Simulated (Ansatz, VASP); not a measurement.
# Ta2N: VASP beside Ansatz

File INCAR:

```
SYSTEM = Ta2N
ALGO     = Normal         ! electronic algorithm
EDIFF    = 1E-6           ! SCF threshold, eV
ENCUT    = 520            ! plane-wave cutoff, eV
GGA      = PS             ! functional
ISIF     = 2              ! what is computed and relaxed
ISMEAR   = 0              ! smearing method
LASPH    = .TRUE.         ! aspherical terms in the spheres
LCHARG   = .FALSE.        ! write CHGCAR
LREAL    = .FALSE.        ! projectors in reciprocal space
LWAVE    = .FALSE.        ! write WAVECAR
NBANDS   = 20             ! bands
NELM     = 60             ! most SCF steps
PREC     = Accurate       ! precision mode
SIGMA    = 0.15           ! smearing width, eV
```

The input KPOINTS:

```
k-points
0
G
  18 18 10
  0 0 0
```

The input POSCAR:

```
Ta2N
1.0
    2.9170709612      0.0000000000      0.0000000000
   -1.4585354806      2.5262575570      0.0000000000
    0.0000000000      0.0000000000      5.1570897522
Ta N
2 1
Direct
    0.6666666667      0.3333333333      0.7463700642
    0.3333333333      0.6666666667      0.2536299358
    0.0000000000      0.0000000000      0.0000000000
```

Input for Ansatz:

```yaml
crystal:
  lattice:
    - [2.9170709612, 0.0, 0.0]
    - [-1.4585354806, 2.526257557, 0.0]
    - [0.0, 0.0, 5.1570897522]
  atoms:
    - { symbol: Ta, position: [0.6666666667, 0.3333333333, 0.7463700642] }
    - { symbol: Ta, position: [0.3333333333, 0.6666666667, 0.2536299358] }
    - { symbol: "N", position: [0.0, 0.0, 0.0] }
basis:
  ecutwfc: 520.0
kpoints:
  mp_grid: { grid: [18, 18, 10] }
hamiltonian:
  xc: pbesol
  pseudopotentials: { kind: paw, azcp: { folder: soft_1 } }
scf:
  occupations: { method: gaussian, width: 0.15 }
output:
  forces: true
  stress: true
  eigenvalues: true
  write_density: true
  write_potential: true
  elf: true
  volumetric_format: npy
```

Alike in both runs: task single point; functional PBEsol; k mesh 18 × 18 × 10; occupations gaussian, width 0.15 eV; no spin polarisation.

|  | VASP | Ansatz |
| --- | --- | --- |
| version | VASP 6.6.1 | Ansatz 0.2.0 |
| potentials or method | VASP PAW PBE potentials, release 64 (Ta_pv, N), cutoff 520 eV | scalar-relativistic, plane waves, PAW |
| valence electrons in the cell | 27 | 31 |

VASP gave:

- gap on the k mesh at the Fermi level (eV): none
- pressure (GPa): 16.0
- traceless stress, the component that is largest in VASP (GPa): -18.15
- rms of the force components (eV/Å): 0.602

Q: What did Ansatz give for the same quantities?

A: gap on the k mesh at the Fermi level (eV): none; pressure (GPa): 15.2; traceless stress, the component that is largest in VASP (GPa): -18.13; rms of the force components (eV/Å): 0.571.

VASP's potentials were made for PBE, not for PBEsol, and Ansatz warns of the same on its side. Atom by atom the forces differ by 0.031 eV/Å (rms over components). A gap of «none» marks a metal or a gap that the smearing closes. VASP's potentials hold 27 valence electrons a cell and Ansatz's 31, so a difference there can come from the potentials and not from the codes.

Spin-orbit coupling is off throughout.
